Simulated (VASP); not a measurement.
# CdF2 (R-3m) in VASP: single point with PBE+D3(BJ)

Aim: the single point of CdF2 with PBE+D3(BJ).

Everything below comes from runs of VASP 6.6.1. Logs are shortened: lines on timing, memory, paths and dates and some standing lists are left out, and cuts for length are marked.

### Step 1. The cell of the first run

The typed cell holds 3 atoms: a = 3.851 Å, b = 3.851 Å, c = 3.851 Å, α = 59.97°, β = 59.97°, γ = 59.97°.

### Step 2. Single point, PBE+D3(BJ)

The input, POSCAR:

```
CdF2
1.0
    1.9247055084      1.1112292434      3.1448134107
   -1.9247055084      1.1112292434      3.1448134107
    0.0000000000     -2.2224584868      3.1448134107
Cd F
1 2
Direct
    0.0000000000      0.0000000000      0.0000000000
    0.7500104912      0.7500104912      0.7500104912
    0.2499895088      0.2499895088      0.2499895088
```

The input, INCAR.step1:

```
SYSTEM = CdF2
ALGO = Normal
EDIFF = 1E-6
ENCUT = 520
GGA = PE
ISIF = 2
ISMEAR = 0
IVDW = 12
LASPH = .TRUE.
LCHARG = .TRUE.
LREAL = .FALSE.
LWAVE = .FALSE.
NBANDS = 20
NELM = 100
PREC = Accurate
SIGMA = 0.02
```

The input, KPOINTS.step1:

```
k-points
0
G
  9 9 9
  0 0 0
```

The input, INCAR.step2:

```
SYSTEM = CdF2
ALGO = Normal
EDIFF = 1E-6
ENCUT = 520
GGA = PE
ICHARG = 11
ISIF = 2
ISMEAR = -5
IVDW = 12
LASPH = .TRUE.
LCHARG = .FALSE.
LORBIT = 11
LREAL = .FALSE.
LWAVE = .FALSE.
NBANDS = 20
NEDOS = 2001
NELM = 100
PREC = Accurate
SIGMA = 0.02
```

The input, KPOINTS.step2:

```
k-points
0
G
  14 14 14
  0 0 0
```

Potentials or basis: VASP PAW PBE potentials, release 64 (Cd, F).

On the command line:

```sh
$ cat potpaw_PBE.64/Cd/POTCAR potpaw_PBE.64/F/POTCAR > POTCAR
$ cp INCAR.step1 INCAR
$ cp KPOINTS.step1 KPOINTS
$ mpirun -np 1 vasp_std > vasp.out
$ cp INCAR.step2 INCAR
$ cp KPOINTS.step2 KPOINTS
$ mpirun -np 1 vasp_std > vasp.out
```

OUTCAR:

```text
SYSTEM = CdF2
   EDIFF = 1E-6
   ENCUT = 520
   GGA = PE
   ICHARG = 11
   ISIF = 2
   ISMEAR = -5
   IVDW = 12
   LASPH = .TRUE.
   LORBIT = 11
   LREAL = .FALSE.
   NELM = 100
   PREC = Accurate
 IVDW          = 12

 ion  position               nearest neighbor table
   1  0.000  0.000  0.000-   2 2.36   2 2.36   3 2.36   3 2.36   2 2.36   3 2.36   3 2.36   2 2.36

   2  0.750  0.750  0.750-   1 2.36   1 2.36   1 2.36   1 2.36
   3  0.250  0.250  0.250-   1 2.36   1 2.36   1 2.36   1 2.36

  LATTYP: Found a trigonal (rhomboedric) cell.
 ALAT       =     3.8508665406
 COS(alpha) =     0.5003779016

  Lattice vectors:

 A1 = (   1.9247055084,   1.1112292434,   3.1448134107)
 A2 = (  -1.9247055084,   1.1112292434,   3.1448134107)
 A3 = (   0.0000000000,  -2.2224584868,   3.1448134107)

Analysis of symmetry for initial positions (statically):
=====================================================================
 Subroutine PRICEL returns:
 Original cell was already a primitive cell.

 Routine SETGRP: Setting up the symmetry group for a
 trigonal (rhombohedral) supercell.

 Subroutine GETGRP returns: Found 12 space group operations
 (whereof 12 operations were pure point group operations)
 out of a pool of 12 trial point group operations.

The static configuration has the point symmetry D_3d.

Analysis of symmetry for dynamics (positions and initial velocities):
=====================================================================
 Subroutine PRICEL returns:
 Original cell was already a primitive cell.

 Routine SETGRP: Setting up the symmetry group for a
 trigonal (rhombohedral) supercell.

 Subroutine GETGRP returns: Found 12 space group operations
 (whereof 12 operations were pure point group operations)
 out of a pool of 12 trial point group operations.

The dynamic configuration has the point symmetry D_3d.

 Subroutine INISYM returns: Found 12 space group operations
 (whereof 12 operations are pure point group operations),
 and found     1 'primitive' translations

----------------------------------------------------------------------------------------

                                     Primitive cell

  volume of cell :      40.3566

  direct lattice vectors                    reciprocal lattice vectors
     1.924705508  1.111229243  3.144813411     0.259780002  0.149984054  0.105994630
    -1.924705508  1.111229243  3.144813411    -0.259780002  0.149984054  0.105994630
     0.000000000 -2.222458487  3.144813411     0.000000000 -0.299968108  0.105994630
[... 95 lines left out ...]
   ISYM   =      2    0-nonsym 1-usesym 2-fastsym
   POTIM  = 0.5000    time-step for ionic-motion
   TEBEG  =    0.0;   TEEND  =   0.0 temperature during run
   PSTRESS=    0.0 pullay stress
   NELECT =      26.0000    total number of electrons
   NUPDOWN=      -1.0000    fix difference up-down
   EMIN   =  10.00;   EMAX   =-10.00  energy-range for DOS
   EFERMI =   0.00;   METHOD = LEGACY
   ISMEAR =    -5;   SIGMA  =   0.02  broadening in eV -4-tet -1-fermi 0-gaus
   EFERMI_NEDOS =   21; number of points for ismear=-14 and -15
   IALGO  =     38    algorithm
   IMIX   =      4    mixing-type and parameters
     AMIX     =   0.40;   BMIX     =  1.00
     AMIX_MAG =   1.60;   BMIX_MAG =  1.00
  volume/ion in A,a.u.               =      13.45        90.78
  Fermi-wavevector in a.u.,A,eV,Ry     =   1.413930  2.671940 27.200742  1.999198
  Thomas-Fermi vector in A             =   2.535525
   LORBIT       =     11    0 simple, 1 ext, 2 COOP (PROOUT), +10 PAW based schemes
   GGA     = PE    functional components
   LHFCALC =     F    Hartree Fock is set to
   AEXX    =    0.0000 exact exchange contribution
   IVDW    =    12    specifies the selected vdW correction
   LEPSILON=     F    determine dielectric tensor
   LRPA    =     F    only Hartree local field effects (RPA)
 non-spin polarized calculation
 Fermi weights with tetrahedron method with Bloechl corrections
  energy-cutoff  :      520.00
  volume of cell :       40.36
 maximum number of plane-waves:      1106
 NGX is ok and might be reduce to    30

 number of electron      25.9999986 magnetization

 Free energy of the ion-electron system (eV)
  ---------------------------------------------------
  ext. energy  EPLUGINS =         0.00000000
  ---------------------------------------------------
  free energy    TOTEN  =       -10.89602535 eV

  energy without entropy =      -10.89602535  energy(sigma->0) =      -10.89602535

 E-fermi :  -1.5342     XC(G=0): -10.2417

 val. band max:       -1.5475442168   @ k =  -0.2857   0.5000   0.2143
 cond. band min:       1.4129997731   @ k =   0.0000   0.0000   0.0000
 fundamental gap:      2.9605439899
 Fermi energy:        -1.5342075008

 k-point     1 :       0.0000    0.0000    0.0000
  band No.  band energies     occupation
      1     -22.1778      2.00000
      2     -21.1587      2.00000
      3      -7.0737      2.00000
      4      -7.0737      2.00000
      5      -7.0730      2.00000
      6      -5.9896      2.00000
[... 541 lines left out ...]
     19      18.0316      0.00000
     20      19.3850      0.00000

 [... further k-points ...]

------------------------ aborting loop because EDIFF is reached ----------------------------------------

 Edisp (eV)   -0.48649

 E8    (eV) :    -0.1840

  FORCE on cell =-STRESS in cart. coord.  units (eV):
  Direction    XX          YY          ZZ          XY          YZ          ZX
  --------------------------------------------------------------------------------------
  -------------------------------------------------------------------------------------
  Total       0.15172     0.15172     0.14716    -0.00000     0.00000     0.00000
  in kB       6.02336     6.02336     5.84236    -0.00000     0.00000     0.00000
  external pressure =        5.96 kB  Pullay stress =        0.00 kB

 VOLUME and BASIS-vectors are now :
 -----------------------------------------------------------------------------
  energy-cutoff  :      520.00
  volume of cell :       40.36
      direct lattice vectors                 reciprocal lattice vectors
     1.924705508  1.111229243  3.144813411     0.259780002  0.149984054  0.105994630
    -1.924705508  1.111229243  3.144813411    -0.259780002  0.149984054  0.105994630
     0.000000000 -2.222458487  3.144813411     0.000000000 -0.299968108  0.105994630

 POSITION                                       TOTAL-FORCE (eV/Angst)
 -----------------------------------------------------------------------------------
      0.00000      0.00000      0.00000         0.000000      0.000000      0.000000
      0.00000      0.00000      7.07593        -0.000000     -0.000000      0.000525
      0.00000      0.00000      2.35851        -0.000000      0.000000     -0.000525
 -----------------------------------------------------------------------------------
    total drift:                                0.000000     -0.000000      0.000000

  FREE ENERGIE OF THE ION-ELECTRON SYSTEM (eV)
  ---------------------------------------------------
  free  energy   TOTEN  =       -11.3825138690 eV

  energy  without entropy=      -11.3825138690  energy(sigma->0) =      -11.38251387

 total charge

# of ion       s       p       d       tot
------------------------------------------
    1        0.226   0.184   9.684  10.094
    2        1.739   4.335   0.000   6.075
    3        1.739   4.335   0.000   6.075
--------------------------------------------------
tot          3.705   8.855   9.684  22.243
```

OUTCAR.step1:

```text
SYSTEM = CdF2
   EDIFF = 1E-6
   ENCUT = 520
   GGA = PE
   ISIF = 2
   ISMEAR = 0
[... 786 lines left out ...]
      0.00000      0.00000      0.00000        -0.000000      0.000000      0.000000
      0.00000      0.00000      7.07593         0.000000     -0.000000      0.000667
      0.00000      0.00000      2.35851         0.000000     -0.000000     -0.000667
 -----------------------------------------------------------------------------------
    total drift:                                0.000000     -0.000000      0.000000

  FREE ENERGIE OF THE ION-ELECTRON SYSTEM (eV)
  ---------------------------------------------------
  free  energy   TOTEN  =       -11.3822982381 eV

  energy  without entropy=      -11.3822982381  energy(sigma->0) =      -11.38229824
```

Run time: 95 s. Hardware: 1 thread of Intel Xeon 6975P-C (Granite Rapids), shared host; peak memory 0.33 GiB.

What came out:

| Property | Result |
| --- | --- |
| Valence electrons inside the program's atomic spheres | Cd 10.09; F 6.08 |
| Dispersion energy per atom | -0.162 eV |
